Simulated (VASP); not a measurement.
Write the native input for VASP 6.6.1 that does the following.

```
Task                   : single point
Functional             : PBE
Potentials or basis    : VASP PAW PBE potentials, release 64 (Mn_sv, O)
Cutoff                 : 600 eV
k mesh                 : 5 × 5 × 7
Occupations            : fermi-dirac, width 0.02 eV
Spin                   : no spin polarisation
Dipole correction      : no
Second run             : valence_matched
Further INCAR settings : ALGO = Normal; EDIFF = 1e-06; NBANDS = 36
```

The structure of MnO2 lies in POSCAR:

```
MnO2
1.0
    4.3983000000      0.0000000000      0.0000000000
    0.0000000000      4.3983000000      0.0000000000
    0.0000000000      0.0000000000      2.8730000000
Mn O
2 4
Direct
    0.0000000000      0.0000000000      0.0000000000
    0.5000000000      0.5000000000      0.5000000000
    0.3051500000      0.3051500000      0.0000000000
    0.1948500000      0.8051500000      0.5000000000
    0.6948500000      0.6948500000      0.0000000000
    0.8051500000      0.1948500000      0.5000000000
```

The input as run:

INCAR

```
PREC     = Accurate       # precision mode
ENCUT    = 600            # plane-wave cutoff, eV
EDIFF    = 1E-6           # SCF threshold, eV
ISMEAR   = -1             # smearing method
SIGMA    = 0.02           # smearing width, eV
LREAL    = False          # projectors in reciprocal space
LASPH    = True           # aspherical terms in the spheres
NELM     = 120            # most SCF steps
ALGO     = Normal         # electronic algorithm
ISIF     = 2              # what is computed and relaxed
LWAVE    = False          # write WAVECAR
LCHARG   = False          # write CHGCAR
GGA      = PE             # functional
NBANDS   = 36             # bands
GGA_COMPAT= False
```

KPOINTS

```
Automatic mesh
0
Gamma
  5 5 7
```

Potentials or basis: VASP PAW PBE potentials, release 64 (Mn_sv, O).

The run is started by

```sh
$ cat potpaw_PBE.64/Mn_sv/POTCAR potpaw_PBE.64/O/POTCAR > POTCAR
$ mpirun -np 1 vasp_std > vasp.out
```

It gave:

```json
{
 "Pressure": "-8.1 GPa",
 "Largest force": "0.321 eV/Å",
 "Band gap on the k mesh": "zero (band 27 reaches 6.93 eV, above the bottom of band 28 at 6.18 eV)"
}
```

Caveat: the run has no spin polarisation, though such a crystal can be magnetic; semilocal functionals often make such compounds metallic where correlation or magnetic order opens a gap, which also shifts bond lengths.

Run time: 27 s on 1 thread of Intel(R) Xeon(R) 6975P-C (Granite Rapids) (shared host), peak memory 0.19 GiB.
